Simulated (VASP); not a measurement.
Wanted: the native input for a VASP 6.6.1 run.

```yaml
Task: single point
Functional: PBEsol
Potentials_or_basis: VASP PAW PBE potentials, release 64 (W_sv, Se)
Cutoff: 520 eV
k_mesh: 12 × 12 × 1
Occupations: gaussian, width 0.02 eV
Spin: no spin polarisation
Dipole_correction: no
Further_INCAR_settings: ALGO = Normal; EDIFF = 1e-07; NBANDS = 49
```

The structure of WSe2 lies in POSCAR:

```
WSe2
1.0
    3.2701136907      0.0000000000      0.0000000000
   -1.6350568453      2.8320015294      0.0000000000
    0.0000000000      0.0000000000     30.0748030159
W Se
3 6
Direct
    0.6666666667      0.3333333333      0.0000000000
    0.3333333333      0.6666666667      0.7802788514
    0.3333333333      0.6666666667      0.2197211486
    0.3333333333      0.6666666667      0.0556788123
    0.6666666667      0.3333333333      0.8359684609
    0.6666666667      0.3333333333      0.2753330841
    0.3333333333      0.6666666667      0.9443211877
    0.6666666667      0.3333333333      0.7246669159
    0.6666666667      0.3333333333      0.1640315391
```

These files were run (other wordings do the same):

INCAR

```
SYSTEM = WSe2
PREC = Accurate ; ENCUT = 520
EDIFF = 1E-7 ; ISMEAR = 0
SIGMA = 0.02 ; LREAL = .False.
LASPH = .True. ; NELM = 80
ALGO = Normal ; ISIF = 2
LWAVE = .False. ; LCHARG = .False.
GGA = PS ; NBANDS = 49
```

KPOINTS

```
regular mesh
0
Gamma
  12 12 1
  0 0 0
```

Potentials or basis: VASP PAW PBE potentials, release 64 (W_sv, Se).

Launch:

```console
$ cat potpaw_PBE.64/W_sv/POTCAR potpaw_PBE.64/Se/POTCAR > POTCAR
$ mpirun -np 1 vasp_std > vasp.out
```

It gave:

```
Largest force          : 0.062 eV/Å
Band gap on the k mesh : 1.24 eV (least direct gap 1.63 eV)
```

Caveat: the PAW data sets were made with another functional, which shifts forces and pressure a little; spin-orbit coupling is left out, which moves the levels of the heavy elements.

It took 13 min on 1 thread of Intel Xeon 8259CL, on a shared host, peak memory 0.48 GiB.
